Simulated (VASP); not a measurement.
KI:

```
K I
1.0
     0.00000    3.55917    3.53785
     3.55917    0.00000    3.53785
     3.55917    3.55917    0.00000
K I
1 1
Direct
  0.00000 0.00000 0.00000
  0.50000 0.50000 0.50000
```

This cell differs from its parent crystal: epitaxial xy strain +0.4%.

Base run:

- Program: VASP 6.6.1
- Functional: r2SCAN
- Potentials or basis: VASP PAW PBE potentials, release 64 (K_sv, I)
- Cutoff: 520 eV
- k mesh: 6 × 6 × 6
- Occupations: gaussian, width 0.01 eV
- Spin: no spin polarisation

Its results: band gap on the k mesh 4.57 eV, direct; pressure -0.1 GPa.

Question: The run is repeated on the same cell with these changes: functional from r2SCAN to PBE; occupations from gaussian, width 0.01 eV to fermi-dirac, width 0.02 eV. What comes out?

Answer: Band gap on the k mesh 3.92 eV, direct; pressure 0.4 GPa.

Caveats: spin-orbit coupling is left out, which moves the levels of the heavy elements; the PAW data sets were made with another functional, which shifts forces and pressure a little (some runs).

